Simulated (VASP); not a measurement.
Crystal: Se.

```
Se
1.0
     2.51233    0.00000    0.00000
    -1.25617    2.17574    0.00000
     0.00000    0.00000    4.06998
Se
2
Direct
  0.33333 0.66667 0.25000
  0.66667 0.33333 0.75000
```

This isn't the form of Se at room conditions, which is trigonal, of chains.

```yaml
Program: VASP 6.6.1
Task: relaxation of cell and atoms
Functional: PBE
Potentials_or_basis: VASP PAW PBE potentials, release 64 (Se)
Cutoff: 600 eV
k_mesh: 19 × 19 × 10
Occupations: fermi-dirac, width 0.03 eV
Spin: no spin polarisation
```

At the start: pressure 165.9 GPa; volume 11.12 Å³/atom.

**Question.** How do energy, volume and symmetry change on relaxing?

**Answer.** Over 28 steps the energy falls by 3120.9 meV/atom and the volume is 22.42 Å³/atom (+101.5 %); space group P6_3/mmc (No. 194, to 0.1 Å) before and after.

The path:
| step | energy change (eV) | largest force (eV/Å) | pressure (GPa) | volume (Å³) |
| --- | --- | --- | --- | --- |
| 1 | 0.0000 | 0.0000 | 165.90 | 22.25 |
| 2 | -3.2063 | 0.0000 | -8.27 | 83.71 |
| 3 | -5.5413 | 0.0000 | -3.18 | 42.84 |
| 4 | -5.5542 | 0.0000 | -2.02 | 42.00 |
| 5 | -5.5612 | 0.0000 | -0.11 | 40.80 |
| 6 | -5.5603 | 0.0000 | -0.87 | 41.25 |
| 7 | -5.6243 | 0.0000 | -0.70 | 41.19 |
| 8 | -5.8890 | 0.0000 | 1.30 | 40.71 |
| 9 | -5.9210 | 0.0000 | 16.27 | 38.26 |
| 10 | -6.1063 | 0.0000 | 7.34 | 39.65 |
| 11 | -6.1025 | 0.0000 | 9.13 | 39.36 |
| 12 | -6.1188 | 0.0000 | 8.76 | 39.66 |
| 13 | -6.1486 | 0.0000 | 7.93 | 40.53 |
| 14 | -6.1330 | 0.0000 | 6.75 | 42.15 |
| 15 | -6.1534 | 0.0000 | 7.39 | 41.29 |
| 16 | -6.1818 | 0.0000 | 5.94 | 41.88 |
| 17 | -6.2331 | 0.0000 | 2.08 | 43.66 |
| 18 | -6.2077 | 0.0000 | -3.55 | 47.37 |
| 19 | -6.2418 | 0.0000 | -0.19 | 44.95 |
| 20 | -6.2419 | 0.0000 | -0.03 | 44.85 |
| 21 | -6.2419 | 0.0000 | 0.09 | 44.78 |
| 22 | -6.2419 | 0.0000 | 0.08 | 44.78 |
| 23 | -6.2419 | 0.0000 | 0.10 | 44.77 |
| 24 | -6.2419 | 0.0000 | 0.10 | 44.77 |
| 25 | -6.2419 | 0.0000 | 0.07 | 44.78 |
| 26 | -6.2419 | 0.0000 | 0.03 | 44.81 |
| 27 | -6.2419 | 0.0000 | -0.05 | 44.85 |
| 28 | -6.2419 | 0.0000 | -0.01 | 44.83 |

Final structure:
```
Se
1.0
     3.68509    0.00000    0.00000
    -1.84254    3.19138    0.00000
     0.00000    0.00000    3.81214
Se
2
Direct
  0.33333 0.66667 0.25000
  0.66667 0.33333 0.75000
```

Caveat: the volume moved by over 15 % at a fixed basis, so the end points are rough.
